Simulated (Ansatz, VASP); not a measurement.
One calculation of MgO, two programs

File INCAR:

```
SYSTEM = MgO
PREC = Accurate
ENCUT = 840
EDIFF = 1E-6
ISMEAR = 0
SIGMA = 0.05
LREAL = .FALSE.
LASPH = .TRUE.
NELM = 120
ALGO = Normal
ISIF = 2
LWAVE = .FALSE.
LCHARG = .FALSE.
NBANDS = 42
GGA_COMPAT = .FALSE.
```

KPOINTS

```
Automatic mesh
0
G
  6 6 6
  0 0 0
```

POSCAR

```
MgO
1.0
    4.1607146133      0.0000000000      0.0000000000
    0.0000000000     -4.1607146133      0.0000000000
    0.0000000000      0.0000000000     -4.1607146133
Mg O
4 4
Direct
   -0.0353492667      1.0353492667      1.0999828247
    0.5000000000      0.5000000000      1.0000000000
    0.5000000000      1.0000000000      0.5000000000
    0.0000000000      0.5000000000      0.5000000000
    0.5000000000      0.0000000000      0.0000000000
    0.0000000000      0.5000000000      0.0000000000
    0.0000000000      0.0000000000      0.5000000000
    0.5000000000      0.5000000000      0.5000000000
```

Input for Ansatz:

```yaml
crystal:
  lattice:
    - [4.1607146133, 0.0, 0.0]
    - [0.0, -4.1607146133, 0.0]
    - [0.0, 0.0, -4.1607146133]
  atoms:
    - { symbol: Mg, position: [-0.0353492667, 1.0353492667, 1.0999828247] }
    - { symbol: Mg, position: [0.5, 0.5, 1.0] }
    - { symbol: Mg, position: [0.5, 1.0, 0.5] }
    - { symbol: Mg, position: [0.0, 0.5, 0.5] }
    - { symbol: O, position: [0.5, 0.0, 0.0] }
    - { symbol: O, position: [0.0, 0.5, 0.0] }
    - { symbol: O, position: [0.0, 0.0, 0.5] }
    - { symbol: O, position: [0.5, 0.5, 0.5] }
basis:
  ecutwfc: 420
kpoints:
  mp_grid: { grid: [6, 6, 6] }
hamiltonian:
  xc: lda
  pseudopotentials: { kind: paw, azcp: { folder: soft_1 } }
scf:
  occupations: { method: gaussian, width: 0.05 }
output:
  forces: true
  stress: true
  eigenvalues: true
  write_density: true
  write_potential: true
  elf: true
  volumetric_format: npy
```

Alike in both runs: task single point; functional LDA; k mesh 6 × 6 × 6; occupations gaussian, width 0.05 eV; no spin polarisation.

```csv
,VASP,Ansatz
version,VASP 6.6.1,Ansatz 0.2.0
potentials or method,"VASP PAW LDA potentials, release 64 (Mg_sv, O), cutoff 840 eV","scalar-relativistic, plane waves, PAW"
valence electrons in the cell,64,64
```

|  | VASP | Ansatz | Ansatz less VASP |
| --- | --- | --- | --- |
| gap on the k mesh at the Fermi level (eV) | 4.96 | 4.95 | -0.008 |
| least direct gap on the mesh (eV) | 4.96 | 4.95 | -0.008 |
| pressure (GPa) | 8.4 | 7.7 | -0.68 |
| traceless stress, the component that is largest in VASP (GPa) | 11.26 | 10.90 | -0.361 |
| rms of the force components (eV/Å) | 1.901 | 1.845 | -0.0565 |

Ansatz warns that its potentials were made for another functional, while VASP's fit it. LDA's correlation is that of Perdew and Zunger in VASP and of Perdew and Wang (1992) in Ansatz. Atom by atom the forces differ by 0.059 eV/Å (rms over components).
